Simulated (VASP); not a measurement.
# Sc (Cmcm) in VASP: notebook

The runs below take Sc through single point, with PBE.

Everything below comes from runs of VASP 6.6.1. Logs are shortened: lines on timing, memory, paths and dates and some standing lists are left out, and cuts for length are marked.

**1. The cell of the first run**

Symmetry: Cmcm, No. 63, orthorhombic system. The conventional cell has a = 3.309 Å, b = 5.731 Å, c = 5.268 Å, α = 90.00°, β = 90.00°, γ = 90.00°. Sc (site symmetry m2m) has 12 Sc at 3.15 to 3.54 Å within 4.1 Å.

**2. Single point, PBE (atom 1 (Sc) moved by (+0.000, -0.450) A along x and y)**

File INCAR:

```
PREC     = Accurate       # precision mode
ENCUT    = 520            # plane-wave cutoff, eV
EDIFF    = 1E-7           # SCF threshold, eV
ISMEAR   = 0              # smearing method
SIGMA    = 0.15           # smearing width, eV
LREAL    = False          # projectors in reciprocal space
LASPH    = True           # aspherical terms in the spheres
NELM     = 60             # most SCF steps
ALGO     = Fast           # electronic algorithm
ISIF     = 2              # what is computed and relaxed
LWAVE    = False          # write WAVECAR
LCHARG   = True           # write CHGCAR
GGA      = PE             # functional
LELF     = True           # ELF
LVHAR    = True         
NBANDS   = 18             # bands
```

File KPOINTS:

```
regular mesh
0
Gamma
  18 18 10
```

File POSCAR:

```
Sc
1.0
    3.3087978973      0.0000000000      0.0000000000
   -1.6543989486      2.8655030350      0.0000000000
    0.0000000000      0.0000000000      5.2680000000
Sc
2
Direct
    0.2548130885      0.5096261769      0.2500000000
    0.6666666667      0.3333333333      0.7500000000
```

Potentials or basis: VASP PAW PBE potentials, release 64 (Sc_sv).

Started as:

```sh
$ cat potpaw_PBE.64/Sc_sv/POTCAR > POTCAR
$ mpirun -np 1 vasp_std > vasp.out
```

OUTCAR:

```text
PREC = Accurate
   ENCUT = 520
   EDIFF = 1E-7
   ISMEAR = 0
   LREAL = False
   LASPH = True
   NELM = 60
   ISIF = 2
   GGA = PE

 ion  position               nearest neighbor table
   1  0.255  0.510  0.250-   2 3.15   2 3.15   2 3.15   2 3.15
   2  0.667  0.333  0.750-   1 3.15   1 3.15   1 3.15   1 3.15

  LATTYP: Found a hexagonal cell.
 ALAT       =     3.3087978973
 C/A-ratio  =     1.5921190002

  Lattice vectors:

 A1 = (   3.3087978973,   0.0000000000,   0.0000000000)
 A2 = (  -1.6543989486,   2.8655030350,   0.0000000000)
 A3 = (   0.0000000000,   0.0000000000,   5.2680000000)

Analysis of symmetry for initial positions (statically):
=====================================================================
 Subroutine PRICEL returns:
 Original cell was already a primitive cell.

 Routine SETGRP: Setting up the symmetry group for a
 hexagonal supercell.

 Subroutine GETGRP returns: Found  8 space group operations
 (whereof  2 operations were pure point group operations)
 out of a pool of 24 trial point group operations.

The static configuration has the point symmetry C_1h.
 The point group associated with its full space group is D_2h.

Analysis of symmetry for dynamics (positions and initial velocities):
=====================================================================
 Subroutine PRICEL returns:
 Original cell was already a primitive cell.

 Routine SETGRP: Setting up the symmetry group for a
 hexagonal supercell.

 Subroutine GETGRP returns: Found  8 space group operations
 (whereof  2 operations were pure point group operations)
 out of a pool of 24 trial point group operations.

The dynamic configuration has the point symmetry C_1h.
 The point group associated with its full space group is D_2h.

 Subroutine INISYM returns: Found  8 space group operations
 (whereof  2 operations are pure point group operations),
 and found     1 'primitive' translations

----------------------------------------------------------------------------------------

                                     Primitive cell

  volume of cell :      49.9479

  direct lattice vectors                    reciprocal lattice vectors
     3.308797897  0.000000000  0.000000000     0.302224563  0.174489433  0.000000000
    -1.654398949  2.865503035  0.000000000     0.000000000  0.348978866  0.000000000
     0.000000000  0.000000000  5.268000000     0.000000000  0.000000000  0.189825361

  length of vectors
     3.308797897  3.308797897  5.268000000     0.348978866  0.348978866  0.189825361

  position of ions in fractional coordinates (direct lattice)
     0.254813089  0.509626177  0.250000000
     0.666666667  0.333333333  0.750000000

  ion indices of the primitive-cell ions
   primitive index   ion index
                 1           1
                 2           2

----------------------------------------------------------------------------------------

 KPOINTS: regular mesh

Automatic generation of k-mesh.
 Grid dimensions read from file:
 generate k-points for:   18   18   10

 Generating k-lattice:

  Cartesian coordinates                     Fractional coordinates (reciprocal lattice)
     0.016790254  0.009693857  0.000000000     0.055555556 -0.000000000  0.000000000
     0.000000000  0.019387715  0.000000000     0.000000000  0.055555556  0.000000000
     0.000000000  0.000000000  0.018982536     0.000000000  0.000000000  0.100000000

  Length of vectors
     0.019387715  0.019387715  0.018982536

  Shift w.r.t. Gamma in fractional coordinates (k-lattice)
     0.000000000  0.000000000  0.000000000

 Subroutine IBZKPT returns following result:
 ===========================================

 Found    546 irreducible k-points:

 Following reciprocal coordinates:
            Coordinates               Weight
  0.000000  0.000000  0.000000      1.000000
  0.055556 -0.000000  0.000000      4.000000
  0.000000  0.055556  0.000000      2.000000
  0.111111 -0.000000  0.000000      4.000000
  0.000000  0.111111  0.000000      2.000000
  0.166667 -0.000000  0.000000      4.000000
[... 16 lines left out ...]
 -0.055556  0.166667  0.000000      4.000000
 -0.166667  0.111111  0.000000      4.000000
 [... further k-points ...]
   k-points           NKPTS =    546   k-points in BZ     NKDIM =    546   number of bands    NBANDS=     18
   number of dos      NEDOS =    301   number of ions     NIONS =      2
   total plane-waves  NPLWV =  31360
   dimension x,y,z NGX =    28 NGY =   28 NGZ =   40
   dimension x,y,z NGXF=    56 NGYF=   56 NGZF=   80
   ions per type =               2
   NGX,Y,Z   is equivalent  to a cutoff of  14.07, 14.07, 12.62 a.u.
   NGXF,Y,Z  is equivalent  to a cutoff of  28.14, 28.14, 25.25 a.u.
 SYSTEM =  unknown system
   PREC   = accura    normal or accurate (medium, high low for compatibility)
   ISTART =      0    job   : 0-new  1-cont  2-samecut
   ICHARG =      2    charge: 1-file 2-atom 10-const
   ISPIN  =      1    spin polarized calculation?
   LNONCOLLINEAR =      F non collinear calculations
   LSORBIT =      F    spin-orbit coupling
   LASPH  =      T    aspherical Exc in radial PAW
   ENCUT  =  520.0 eV  38.22 Ry    6.18 a.u.   6.15  6.15  9.79*2*pi/ulx,y,z
   NELM   =     60;   NELMIN=  2; NELMDL= -5     # of ELM steps
   EDIFF  = 0.1E-06   stopping-criterion for ELM
   LREAL  =      F    real-space projection
   EDIFFG = 0.1E-05   stopping-criterion for IOM
   NSW    =      0    number of steps for IOM
   IBRION =     -1    ionic relax: 0-MD 1-quasi-New 2-CG
   NFREE  =      0    steps in history (QN), initial steepest desc. (CG)
   ISIF   =      2    stress and relaxation
   ISYM   =      2    0-nonsym 1-usesym 2-fastsym
   POTIM  = 0.5000    time-step for ionic-motion
   TEBEG  =    0.0;   TEEND  =   0.0 temperature during run
   PSTRESS=    0.0 pullay stress
   NELECT =      22.0000    total number of electrons
   NUPDOWN=      -1.0000    fix difference up-down
   EMIN   =  10.00;   EMAX   =-10.00  energy-range for DOS
   EFERMI =   0.00;   METHOD = LEGACY
   ISMEAR =     0;   SIGMA  =   0.15  broadening in eV -4-tet -1-fermi 0-gaus
   EFERMI_NEDOS =   21; number of points for ismear=-14 and -15
   IALGO  =     68    algorithm
   IMIX   =      4    mixing-type and parameters
     AMIX     =   0.40;   BMIX     =  1.00
     AMIX_MAG =   1.60;   BMIX_MAG =  1.00
  volume/ion in A,a.u.               =      24.97       168.53
  Fermi-wavevector in a.u.,A,eV,Ry     =   1.245595  2.353833 21.109524  1.551506
  Thomas-Fermi vector in A             =   2.379810
   LORBIT       =      0    0 simple, 1 ext, 2 COOP (PROOUT), +10 PAW based schemes
   GGA     = PE    functional components
   LHFCALC =     F    Hartree Fock is set to
   AEXX    =    0.0000 exact exchange contribution
   IVDW    =     0    specifies the selected vdW correction
   LEPSILON=     F    determine dielectric tensor
   LRPA    =     F    only Hartree local field effects (RPA)
 non-spin polarized calculation
 RMM-DIIS sequential band-by-band and
 Gauss-broadening in eV      SIGMA  =   0.15
  energy-cutoff  :      520.00
  volume of cell :       49.95
 maximum number of plane-waves:      1363
 NGX is ok and might be reduce to    28
   NGX = 13   NGY = 13   NGZ = 19

 number of electron      22.0000000 magnetization

 Free energy of the ion-electron system (eV)
  ---------------------------------------------------
  ext. energy  EPLUGINS =         0.00000000
  ---------------------------------------------------
  free energy    TOTEN  =       -12.40215593 eV

  energy without entropy =      -12.35436524  energy(sigma->0) =      -12.37826058

 E-fermi :   3.6309     XC(G=0):  -9.8215

 val. band max:        3.6308338140   @ k =   0.2778   0.1111   0.3000
 cond. band min:       3.6311952306   @ k =   0.2222   0.1111   0.3000
 fundamental gap:      0.0003614166
 Fermi energy:         3.6308508820

 k-point     1 :       0.0000    0.0000    0.0000
  band No.  band energies     occupation
      1     -45.8508      2.00000
      2     -45.7830      2.00000
      3     -24.6875      2.00000
      4     -24.3563      2.00000
      5     -24.2944      2.00000
      6     -24.2922      2.00000
[... 10 lines left out ...]
     17       5.8244      0.00000
     18       6.5928      0.00000

 k-point     2 :       0.0556   -0.0000    0.0000
  band No.  band energies     occupation
      1     -45.8493      2.00000
      2     -45.7825      2.00000
      3     -24.6831      2.00000
      4     -24.3624      2.00000
      5     -24.2995      2.00000
      6     -24.2942      2.00000
[... 10 lines left out ...]
     17       5.8412      0.00000
     18       6.5189      0.00000

 k-point     3 :       0.0000    0.0556    0.0000
  band No.  band energies     occupation
      1     -45.8496      2.00000
      2     -45.7822      2.00000
      3     -24.6849      2.00000
      4     -24.3584      2.00000
      5     -24.3072      2.00000
      6     -24.2954      2.00000
[... 10 lines left out ...]
     17       5.8673      0.00000
     18       6.7341      0.00000

 k-point     4 :       0.1111   -0.0000    0.0000
  band No.  band energies     occupation
      1     -45.8449      2.00000
      2     -45.7811      2.00000
      3     -24.6703      2.00000
      4     -24.3808      2.00000
      5     -24.3122      2.00000
      6     -24.3056      2.00000
[... 375 lines left out ...]
      4     -24.3906      2.00000
      5     -24.3426      2.00000
      6     -24.3176      2.00000
[... 10 lines left out ...]
     17       6.0451      0.00000
     18       6.1823      0.00000

 k-point    23 :      -0.0556    0.1667    0.0000
  band No.  band energies     occupation
      1     -45.8425      2.00000
      2     -45.7781      2.00000
      3     -24.6685      2.00000
      4     -24.3770      2.00000
      5     -24.3571      2.00000
      6     -24.3247      2.00000
[... 10 lines left out ...]
     17       6.0903      0.00000
     18       6.2533      0.00000

 k-point    24 :      -0.1667    0.1111    0.0000
  band No.  band energies     occupation
      1     -45.8401      2.00000
      2     -45.7805      2.00000
      3     -24.6545      2.00000
      4     -24.4019      2.00000
      5     -24.3239      2.00000
      6     -24.3090      2.00000
[... 10 lines left out ...]
     17       6.1432      0.00000
     18       6.2955      0.00000

 [... further k-points ...]

------------------------ aborting loop because EDIFF is reached ----------------------------------------

  FORCE on cell =-STRESS in cart. coord.  units (eV):
  Direction    XX          YY          ZZ          XY          YZ          ZX
  --------------------------------------------------------------------------------------
  -------------------------------------------------------------------------------------
  Total        0.5504429     -0.9534415     -0.0250043     -0.0000000      0.0000000      0.0000000
  in kB       17.6565538    -30.5835402     -0.8020635     -0.0000000      0.0000000      0.0000000
  external PRESSURE =      -4.5763500 kB  Pullay stress =       0.0000000 kB

 VOLUME and BASIS-vectors are now :
 -----------------------------------------------------------------------------
  energy-cutoff  :      520.00
  volume of cell :       49.95
      direct lattice vectors                 reciprocal lattice vectors
     3.308797897  0.000000000  0.000000000     0.302224563  0.174489433  0.000000000
    -1.654398949  2.865503035  0.000000000     0.000000000  0.348978866  0.000000000
     0.000000000  0.000000000  5.268000000     0.000000000  0.000000000  0.189825361

 POSITION                                       TOTAL-FORCE (eV/Angst)
 -----------------------------------------------------------------------------------
      0.00000      1.46034      1.31700         0.000000      0.438449      0.000000
      1.65440      0.95517      3.95100        -0.000000     -0.438449      0.000000
 -----------------------------------------------------------------------------------
    total drift:                               -0.000000      0.000004      0.000000

  FREE ENERGIE OF THE ION-ELECTRON SYSTEM (eV)
  ---------------------------------------------------
  free  energy   TOTEN  =       -12.4021559305 eV

  energy  without entropy=      -12.3543652362  energy(sigma->0) =      -12.37826058
```

Wall time 5.9 min (1 thread of Intel Xeon 6975P-C (Granite Rapids), shared host); peak memory 0.48 GiB.

Results:

```yaml
Free_energy: -12.4022 eV
Pressure: -0.5 GPa
Largest_force: 0.438 eV/Å
Band_gap_on_the_k_mesh: zero (bands 11 and 12 overlap by 1.37 eV)
```

Forces in eV/Å, atoms in the order of the input:
```
Sc   0.000  0.438  0.000
Sc   0.000 -0.438  0.000
```

Caveat: the cell differs from its parent crystal (atom 1 (Sc) moved by (+0.000, -0.450) A along x and y).

(Part 1 of 2 ends here.)
